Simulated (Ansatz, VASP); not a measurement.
One calculation of MgO, two programs

File INCAR:

```
  PREC = Accurate
  ENCUT = 520
  EDIFF = 1E-6
  ISMEAR = -1
  SIGMA = 0.02
  LREAL = F
  LASPH = T
  NELM = 100
  ALGO = Normal
  ISIF = 2
  LWAVE = F
  LCHARG = F
  GGA = PE
  NBANDS = 11
```

KPOINTS

```
regular mesh
0
Gamma
  10 10 10
```

The input POSCAR:

```
MgO
1.0
    0.0342300849      2.2820056627      2.2820056627
    2.2820056627      0.0342300849      2.2820056627
    2.3162357476      2.3162357476      0.0000000000
Mg O
1 1
Direct
    0.0026811211      0.0026811211     -0.0026811211
    0.2473188789      0.2473188789      0.2526811211
```

Input for Ansatz:

```yaml
crystal:
  lattice:
    - [0.0342300849, 2.2820056627, 2.2820056627]
    - [2.2820056627, 0.0342300849, 2.2820056627]
    - [2.3162357476, 2.3162357476, 0.0]
  atoms:
    - { symbol: Mg, position: [0.0026811211, 0.0026811211, -0.0026811211] }
    - { symbol: O, position: [0.2473188789, 0.2473188789, 0.2526811211] }
kpoints:
  mp_grid: { grid: [10, 10, 10] }
  band_path:
    path:
      - [0.0, 0.0, 0.0]
      - [-0.5, -0.5, 0.0]
      - [-0.375, -0.375, 0.25]
      - [-0.375, 0.0, 0.375]
      - [0.0, 0.0, 0.5]
      - [-0.5, -0.25, 0.25]
    npoints: 1
hamiltonian:
  xc: pbe
scf:
  occupations: { method: fermi_dirac, width: 0.02 }
  n_extra_bands: 4
output:
  forces: true
  stress: true
  eigenvalues: true
```

Change from the starting cell: shear_xy strain +3.0%.

Alike in both runs: task single point; functional PBE; k mesh 10 × 10 × 10; occupations fermi-dirac, width 0.02 eV; no spin polarisation.

|  | VASP | Ansatz |
| --- | --- | --- |
| version | VASP 6.6.1 | Ansatz 0.2.0 |
| potentials or method | VASP PAW PBE potentials, release 64 (Mg, O) | plane waves, PAW |
| plane-wave cutoff (eV) | 520 | 420 |
| valence electrons in the cell | 8 | 16 |

|  | VASP | Ansatz | Ansatz less VASP |
| --- | --- | --- | --- |
| gap on the k mesh at the Fermi level (eV) | 3.55 | 3.57 | +0.017 |
| pressure (GPa) | 3.5 | 3.9 | +0.39 |
| traceless stress, the component that is largest in VASP (GPa) | -2.56 | -2.52 | +0.041 |
| rms of the force components (eV/Å) | 0.009 | 0.009 | -0.0001 |

Atom by atom the forces differ by 0.000 eV/Å (rms over components). With one functional, cell and mesh, what is left measures potentials, basis and numerics. VASP's potentials hold 8 valence electrons a cell and Ansatz's 16, so a difference there can come from the potentials and not from the codes.
